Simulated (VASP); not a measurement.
Here is a VASP 6.6.1 calculation.

The input INCAR:

```
ALGO = Normal
EDIFF = 1E-6
EDIFFG = -0.04
ENCUT = 600
GGA = PE
IBRION = 2
ISIF = 3
ISMEAR = 0
LASPH = True
LCHARG = False
LREAL = False
LWAVE = False
NELM = 80
NSW = 90
PREC = Accurate
SIGMA = 0.1
```

KPOINTS

```
k-points
0
Gamma
  6 6 6
```

File POSCAR:

```
La2O
1.0
    0.0000000000      3.1925913037      3.1925913037
    3.1925913037      0.0000000000      3.1925913037
    3.1925913037      3.1925913037      0.0000000000
La O
2 1
Direct
    0.2500000000      0.2500000000      0.2500000000
    0.7500000000      0.7500000000      0.7500000000
    0.0000000000      0.0000000000      0.0000000000
```

Potentials or basis: VASP PAW PBE potentials, release 64 (La, O).

Launch:

```sh
$ cat potpaw_PBE.64/La/POTCAR potpaw_PBE.64/O/POTCAR > POTCAR
$ mpirun -np 1 vasp_std > vasp.out
```

Q: Predict the band gap on the k mesh.

A: Zero (band 14 reaches 10.76 eV, above the bottom of band 15 at 8.71 eV).

Final structure:
```
La O
1.0
     0.00000    3.19259    3.19259
     3.19259    0.00000    3.19259
     3.19259    3.19259    0.00000
La O
2 1
Direct
  0.25000 0.25000 0.25000
  0.75000 0.75000 0.75000
  0.00000 0.00000 0.00000
```

Caveat: the relaxation stopped at its first step, so nothing moved; spin-orbit coupling is left out, which moves the levels of the heavy elements.
